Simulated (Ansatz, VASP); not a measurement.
**Two plane-wave programs on GaN**

The input INCAR:

```
  ALGO = Normal
  EDIFF = 1E-6
  ENCUT = 520
  GGA = PE
  ISIF = 2
  ISMEAR = 0
  LASPH = T
  LCHARG = F
  LREAL = F
  LWAVE = F
  NBANDS = 16
  NELM = 60
  PREC = Accurate
  SIGMA = 0.05
```

The input KPOINTS:

```
k-points
0
Gamma
  10 10 10
```

Contents of POSCAR:

```
GaN
1.0
    0.0000000000      2.3098381227      2.2535006075
    2.3098381227      0.0000000000      2.2535006075
    2.3098381227      2.3098381227      0.0000000000
Ga N
1 1
Direct
    0.0000000000      0.0000000000      0.0000000000
    0.7500000000      0.7500000000      0.7500000000
```

Input for Ansatz:

```yaml
crystal:
  lattice:
    - [0.0, 2.3098381227, 2.2535006075]
    - [2.3098381227, 0.0, 2.2535006075]
    - [2.3098381227, 2.3098381227, 0.0]
  atoms:
    - { symbol: Ga, position: [0.0, 0.0, 0.0] }
    - { symbol: "N", position: [0.75, 0.75, 0.75] }
basis:
  ecutwfc: 420
kpoints:
  mp_grid: { grid: [10, 10, 10] }
hamiltonian:
  xc: pbe
scf:
  occupations: { method: gaussian, width: 0.05 }
output:
  forces: true
  stress: true
  eigenvalues: true
```

Change from the starting cell: strain +0.025 along x and y, +0.000 along z, atoms carried along.

Alike in both runs: task single point; functional PBE; k mesh 10 × 10 × 10; occupations gaussian, width 0.05 eV; no spin polarisation.

|  | VASP | Ansatz |
| --- | --- | --- |
| version | VASP 6.6.1 | Ansatz 0.2.0 |
| potentials or method | VASP PAW PBE potentials, release 64 (Ga_d, N), cutoff 520 eV | scalar-relativistic, plane waves, PAW |
| valence electrons in the cell | 18 | 18 |

|  | VASP | Ansatz | Ansatz less VASP |
| --- | --- | --- | --- |
| gap on the k mesh at the Fermi level (eV) | 1.33 | 1.33 | -0.004 |
| least direct gap on the mesh (eV) | 1.33 | 1.33 | -0.004 |
| pressure (GPa) | -3.5 | -3.6 | -0.13 |
| traceless stress, the component that is largest in VASP (GPa) | 1.93 | 1.93 | +0.001 |
